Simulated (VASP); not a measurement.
# RbBr (Imm2) in VASP: notebook, part 2 of 2

VASP 6.6.1. The steps go on from the part before.

### Step 3. Single point, LDA (atom 1 (Rb) moved by (-0.300, +0.000) A along [1 1 0] and z)

File INCAR:

```
SYSTEM = RbBr
PREC = Accurate ; ENCUT = 520
EDIFF = 1E-6 ; ISMEAR = 0
SIGMA = 0.05 ; LREAL = .False.
LASPH = .True. ; NELM = 100
ALGO = Normal ; ISIF = 2
LWAVE = .False. ; LCHARG = .False.
NBANDS = 15
```

File KPOINTS:

```
Automatic mesh
0
Gamma
  6 6 6
  0 0 0
```

File POSCAR:

```
RbBr
1.0
    0.0000000000      3.4275000000      3.4275000000
    3.4275000000      0.0000000000      3.4275000000
    3.4275000000      3.4275000000      0.0000000000
Rb Br
1 1
Direct
    0.0000000000      0.0000000000     -0.0618911843
    0.5000000000      0.5000000000      0.5000000000
```

Potentials or basis: VASP PAW LDA potentials, release 64 (Rb_sv, Br).

On the command line:

```bash
> cat potpaw_LDA.64/Rb_sv/POTCAR potpaw_LDA.64/Br/POTCAR > POTCAR
> mpirun -np 1 vasp_std > vasp.out
```

OUTCAR:

```text
SYSTEM = RbBr
   PREC = Accurate
   ENCUT = 520
   EDIFF = 1E-6
   ISMEAR = 0
   LREAL = .False.
   LASPH = .True.
   NELM = 100
   ISIF = 2

 ion  position               nearest neighbor table
   1  0.000  0.000  0.938-   2 3.22   2 3.22   2 3.44   2 3.44   2 3.65   2 3.65
   2  0.500  0.500  0.500-   1 3.22   1 3.22   1 3.44   1 3.44   1 3.65   1 3.65

  LATTYP: Found a face centered cubic cell.
 ALAT       =     6.8550000000

  Lattice vectors:

 A1 = (   0.0000000000,   3.4275000000,   3.4275000000)
 A2 = (   3.4275000000,   0.0000000000,   3.4275000000)
 A3 = (   3.4275000000,   3.4275000000,   0.0000000000)

Analysis of symmetry for initial positions (statically):
=====================================================================
 Subroutine PRICEL returns:
 Original cell was already a primitive cell.

 Routine SETGRP: Setting up the symmetry group for a
 face centered cubic supercell.

 Subroutine GETGRP returns: Found  4 space group operations
 (whereof  4 operations were pure point group operations)
 out of a pool of 48 trial point group operations.

The static configuration has the point symmetry C_2v.

Analysis of symmetry for dynamics (positions and initial velocities):
=====================================================================
 Subroutine PRICEL returns:
 Original cell was already a primitive cell.

 Routine SETGRP: Setting up the symmetry group for a
 face centered cubic supercell.

 Subroutine GETGRP returns: Found  4 space group operations
 (whereof  4 operations were pure point group operations)
 out of a pool of 48 trial point group operations.

The dynamic configuration has the point symmetry C_2v.

 Subroutine INISYM returns: Found  4 space group operations
 (whereof  4 operations are pure point group operations),
 and found     1 'primitive' translations

----------------------------------------------------------------------------------------

                                     Primitive cell

  volume of cell :      80.5309

  direct lattice vectors                    reciprocal lattice vectors
     0.000000000  3.427500000  3.427500000    -0.145878920  0.145878920  0.145878920
     3.427500000  0.000000000  3.427500000     0.145878920 -0.145878920  0.145878920
     3.427500000  3.427500000  0.000000000     0.145878920  0.145878920 -0.145878920

  length of vectors
     4.847216985  4.847216985  4.847216985     0.252669702  0.252669702  0.252669702

  position of ions in fractional coordinates (direct lattice)
     0.000000000  0.000000000  0.938108816
     0.500000000  0.500000000  0.500000000

  ion indices of the primitive-cell ions
   primitive index   ion index
                 1           1
                 2           2

----------------------------------------------------------------------------------------

 KPOINTS: Automatic mesh

Automatic generation of k-mesh.
 Grid dimensions read from file:
 generate k-points for:    6    6    6

 Generating k-lattice:

  Cartesian coordinates                     Fractional coordinates (reciprocal lattice)
    -0.024313153  0.024313153  0.024313153     0.166666667  0.000000000  0.000000000
     0.024313153 -0.024313153  0.024313153     0.000000000  0.166666667  0.000000000
     0.024313153  0.024313153 -0.024313153     0.000000000  0.000000000  0.166666667

  Length of vectors
     0.042111617  0.042111617  0.042111617

  Shift w.r.t. Gamma in fractional coordinates (k-lattice)
     0.000000000  0.000000000  0.000000000

 Subroutine IBZKPT returns following result:
 ===========================================
[... 37 lines left out ...]
   NGXF,Y,Z  is equivalent  to a cutoff of  24.69, 24.69, 24.69 a.u.
 SYSTEM =  RbBr
   PREC   = accura    normal or accurate (medium, high low for compatibility)
   ISTART =      0    job   : 0-new  1-cont  2-samecut
   ICHARG =      2    charge: 1-file 2-atom 10-const
   ISPIN  =      1    spin polarized calculation?
   LNONCOLLINEAR =      F non collinear calculations
   LSORBIT =      F    spin-orbit coupling
   LASPH  =      T    aspherical Exc in radial PAW
   ENCUT  =  520.0 eV  38.22 Ry    6.18 a.u.   9.01  9.01  9.01*2*pi/ulx,y,z
   NELM   =    100;   NELMIN=  2; NELMDL= -5     # of ELM steps
   EDIFF  = 0.1E-05   stopping-criterion for ELM
   LREAL  =      F    real-space projection
   EDIFFG = 0.1E-04   stopping-criterion for IOM
   NSW    =      0    number of steps for IOM
   IBRION =     -1    ionic relax: 0-MD 1-quasi-New 2-CG
   NFREE  =      0    steps in history (QN), initial steepest desc. (CG)
   ISIF   =      2    stress and relaxation
   ISYM   =      2    0-nonsym 1-usesym 2-fastsym
   POTIM  = 0.5000    time-step for ionic-motion
   TEBEG  =    0.0;   TEEND  =   0.0 temperature during run
   PSTRESS=    0.0 pullay stress
   NELECT =      16.0000    total number of electrons
   NUPDOWN=      -1.0000    fix difference up-down
   EMIN   =  10.00;   EMAX   =-10.00  energy-range for DOS
   EFERMI =   0.00;   METHOD = LEGACY
   ISMEAR =     0;   SIGMA  =   0.05  broadening in eV -4-tet -1-fermi 0-gaus
   EFERMI_NEDOS =   21; number of points for ismear=-14 and -15
   IALGO  =     38    algorithm
   IMIX   =      4    mixing-type and parameters
     AMIX     =   0.40;   BMIX     =  1.00
     AMIX_MAG =   1.60;   BMIX_MAG =  1.00
  volume/ion in A,a.u.               =      40.27       271.72
  Fermi-wavevector in a.u.,A,eV,Ry     =   0.955273  1.805204 12.415941  0.912546
  Thomas-Fermi vector in A             =   2.084095
   LORBIT       =      0    0 simple, 1 ext, 2 COOP (PROOUT), +10 PAW based schemes
   GGA     = CA    functional components
   LHFCALC =     F    Hartree Fock is set to
   AEXX    =    0.0000 exact exchange contribution
   IVDW    =     0    specifies the selected vdW correction
   LEPSILON=     F    determine dielectric tensor
   LRPA    =     F    only Hartree local field effects (RPA)
 non-spin polarized calculation
 Gauss-broadening in eV      SIGMA  =   0.05
  energy-cutoff  :      520.00
  volume of cell :       80.53
 maximum number of plane-waves:      2200
   NGX = 17   NGY = 17   NGZ = 17

 number of electron      15.9999999 magnetization

 Free energy of the ion-electron system (eV)
  ---------------------------------------------------
  ext. energy  EPLUGINS =         0.00000000
  ---------------------------------------------------
  free energy    TOTEN  =        -6.64698976 eV

  energy without entropy =       -6.64698976  energy(sigma->0) =       -6.64698976

 E-fermi :  -1.7480     XC(G=0):  -7.7250

 val. band max:       -1.9866025258   @ k =   0.0000   0.0000   0.0000
 cond. band min:       1.9990938779   @ k =   0.0000   0.0000   0.0000
 fundamental gap:      3.9856964037
 Fermi energy:        -1.7480036987

 k-point     1 :       0.0000    0.0000    0.0000
  band No.  band energies     occupation
      1     -26.2109      2.00000
      2     -14.1848      2.00000
      3     -10.3694      2.00000
      4     -10.3529      2.00000
      5     -10.3517      2.00000
      6      -1.9943      2.00000
      7      -1.9883      2.00000
      8      -1.9866      2.00000
      9       1.9991      0.00000
     10       5.0565      0.00000
     11       5.1587      0.00000
     12       5.2135      0.00000
     13       6.0800      0.00000
     14       6.1563      0.00000
[... 401 lines left out ...]
      2     -14.2020      2.00000
      3     -10.3950      2.00000
      4     -10.3675      2.00000
      5     -10.3258      2.00000
      6      -2.6198      2.00000
      7      -2.2272      2.00000
      8      -2.1189      2.00000
      9       3.4382      0.00000
     10       4.8012      0.00000
     11       5.6768      0.00000
     12       6.3969      0.00000
     13       6.7692      0.00000
     14       7.4124      0.00000
     15       9.6360      0.00000

 [... further k-points ...]

------------------------ aborting loop because EDIFF is reached ----------------------------------------

  FORCE on cell =-STRESS in cart. coord.  units (eV):
  Direction    XX          YY          ZZ          XY          YZ          ZX
  --------------------------------------------------------------------------------------
  -------------------------------------------------------------------------------------
  Total       -0.2461419     -0.2461419     -0.6428159     -0.0874705      0.0000000      0.0000000
  in kB       -4.8970420     -4.8970420    -12.7889471     -1.7402434      0.0000000      0.0000000
  external PRESSURE =      -7.5276770 kB  Pullay stress =       0.0000000 kB

 VOLUME and BASIS-vectors are now :
 -----------------------------------------------------------------------------
  energy-cutoff  :      520.00
  volume of cell :       80.53
      direct lattice vectors                 reciprocal lattice vectors
     0.000000000  3.427500000  3.427500000    -0.145878920  0.145878920  0.145878920
     3.427500000  0.000000000  3.427500000     0.145878920 -0.145878920  0.145878920
     3.427500000  3.427500000  0.000000000     0.145878920  0.145878920 -0.145878920

 POSITION                                       TOTAL-FORCE (eV/Angst)
 -----------------------------------------------------------------------------------
      3.21537      3.21537      0.00000         0.230595      0.230595      0.000000
      3.42750      3.42750      3.42750        -0.230595     -0.230595      0.000000
 -----------------------------------------------------------------------------------
    total drift:                                0.000243      0.000243     -0.000000

  FREE ENERGIE OF THE ION-ELECTRON SYSTEM (eV)
  ---------------------------------------------------
  free  energy   TOTEN  =        -6.6469897556 eV

  energy  without entropy=       -6.6469897556  energy(sigma->0) =       -6.64698976
```

It took 37 s on 1 thread of Intel Xeon Platinum 8259CL at 2.50GHz (Skylake/Cascade Lake), shared host; peak memory 0.2 GiB.

What came out:

| Item | Value |
| --- | --- |
| Free energy | -6.6470 eV |
| Pressure | -0.8 GPa |
| Largest force | 0.326 eV/Å |
| Band gap on the k mesh | 3.99 eV |

Forces in eV/Å, atoms in the order of the input:
```
Rb   0.231  0.231  0.000
Br  -0.231 -0.231  0.000
```

Stress tensor (GPa, compression positive):
```
-0.49 -0.17  0.00
-0.17 -0.49  0.00
 0.00  0.00 -1.28
```

Caveat: the cell differs from its parent crystal (atom 1 (Rb) moved by (-0.300, +0.000) A along [1 1 0] and z).
